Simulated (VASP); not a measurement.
As: relaxation of cell and atoms with r2SCAN

Crystal: As.

```xyz
2
Lattice="1.8808 1.0859 3.5141 -1.8808 1.0859 3.5141 0.0000 -2.1718 3.5141" Properties=species:S:1:pos:R:3 pbc="T T T"
As    0.0000    0.0000    8.1597
As    0.0000    0.0000    2.3825
```

```yaml
Program: VASP 6.6.1
Task: relaxation of cell and atoms
Functional: r2SCAN
Potentials_or_basis: VASP PAW PBE potentials, release 64 (As)
Cutoff: 600 eV
k_mesh: 7 × 7 × 7
Occupations: fermi-dirac, width 0.1 eV
Spin: no spin polarisation
Dipole_correction: no
Further_INCAR_settings: ALGO = Normal; EDIFF = 1e-06; IBRION = 2; EDIFFG = -0.01; NSW = 80; ISIF = 3
```

```json
{"Relaxed volume": "22.82 Å³/atom", "Relaxed cell": "a = 4.329 Å, b = 4.329 Å, c = 4.329 Å, α = 51.33°, β = 51.33°, γ = 51.33°", "Space group after relaxing (to 0.1 Å)": "R-3m (No. 166)", "Energy gained by relaxing": "5.5 meV/atom", "Ionic steps": "11", "Pressure after relaxing": "0.0 GPa", "Band gap on the k mesh": "zero (bands 5 and 6 overlap by 0.36 eV)"}
```

Step by step:
| step | energy change (eV) | largest force (eV/Å) | pressure (GPa) | volume (Å³) |
| --- | --- | --- | --- | --- |
| 1 | 0.0000 | 0.1526 | 1.90 | 43.06 |
| 2 | -0.0022 | 0.2271 | -1.24 | 44.67 |
| 3 | -0.0058 | 0.0641 | 0.07 | 43.95 |
| 4 | -0.0065 | 0.0480 | 0.06 | 44.07 |
| 5 | -0.0081 | 0.0023 | 0.01 | 44.43 |
| 6 | -0.0091 | 0.1142 | -0.03 | 45.15 |
| 7 | -0.0096 | 0.0947 | -0.07 | 45.24 |
| 8 | -0.0106 | 0.0329 | -0.17 | 45.52 |
| 9 | -0.0104 | 0.0953 | -0.37 | 46.06 |
| 10 | -0.0108 | 0.0196 | -0.26 | 45.75 |
| 11 | -0.0110 | 0.0008 | -0.02 | 45.65 |

Final structure:
```xyz
2
Lattice="1.8750 1.0825 3.7485 -1.8750 1.0825 3.7485 0.0000 -2.1650 3.7485" Properties=species:S:1:pos:R:3 pbc="T T T"
As    0.0000    0.0000    8.7303
As    0.0000    0.0000    2.5152
```

Levels at points of the mesh, in eV from the Fermi level:
| k point | band 2 | band 3 | band 4 | band 5 | band 6 | band 7 | band 8 | band 9 |
| --- | --- | --- | --- | --- | --- | --- | --- | --- |
| (0.00, 0.00, 0.00) | -6.58 | -2.95 | -2.17 | -2.17 | 1.35 | 2.65 | 2.65 | 7.57 |

Run time: 12 min on 1 thread of Intel Xeon 8259CL, with other jobs on the host, peak memory 0.23 GiB.

Caveat: the PAW data sets were made with another functional, which shifts forces and pressure a little. Zero-point motion and thermal expansion aren't in these numbers.
